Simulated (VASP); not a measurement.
Sb:

```
Sb
1.0
     3.15589    0.00000    0.00000
     0.00000    3.15589    0.00000
     0.00000    0.00000    6.33645
Sb
2
Direct
  0.00000 0.00000 0.79905
  0.00000 0.00000 0.20095
```

| Property | Result |
| --- | --- |
| Program | VASP 6.6.1 |
| Task | relaxation of cell and atoms |
| Functional | PBE |
| Potentials or basis | VASP PAW PBE potentials, release 64 (Sb) |
| Cutoff | 500 eV |
| k mesh | 6 × 6 × 4 |
| Occupations | gaussian, width 0.1 eV |
| Spin | no spin polarisation |

At the start: pressure 6.9 GPa; volume 31.55 Å³/atom.

Where does the relaxation end?

Over 22 steps the energy falls by 372.1 meV/atom and the volume is 30.46 Å³/atom (-3.5 %); space group P4/mmm (No. 123, to 0.05 Å).

The path:
```
step  energy change (eV)  largest force (eV/Å)  pressure (GPa)  volume (Å³)
   1              0.0000                3.4898            6.93        63.11
   2             -0.2712                0.5459           -4.30        75.39
   3             -0.5966                0.1323           -1.58        68.94
   4             -0.5982                0.2021           -1.38        68.70
   5             -0.5985                0.2557           -1.25        68.53
   6             -0.6143                0.3445           -0.09        66.30
   7             -0.6161                0.4246            0.89        64.55
   8             -0.6255                0.3933            1.03        63.91
   9             -0.6458                0.3040            1.60        62.03
  10             -0.6748                0.3218            3.31        58.35
  11             -0.6902                0.2470            3.08        58.39
  12             -0.7214                0.1548            2.46        58.49
  13             -0.6835                0.4608            1.99        58.64
  14             -0.7285                0.0268            2.17        58.54
  15             -0.7286                0.0013            2.14        58.54
  16             -0.7360                0.0251            1.53        59.18
  17             -0.7433                0.0744           -0.13        61.13
  18             -0.7436                0.0693            0.12        60.81
  19             -0.7438                0.0615            0.09        60.84
  20             -0.7441                0.0377            0.00        60.90
  21             -0.7441                0.0337           -0.02        60.92
  22             -0.7442                0.0214           -0.02        60.92
```

Final structure:
```yaml
crystal:
  lattice:
    - [3.08652, 0.00000, 0.00000]
    - [0.00000, 3.08652, 0.00000]
    - [0.00000, 0.00000, 6.39516]
  atoms:
    - { symbol: Sb, position: [0.00000, 0.00000, 0.75052] }
    - { symbol: Sb, position: [0.00000, 0.00000, 0.24948] }
```
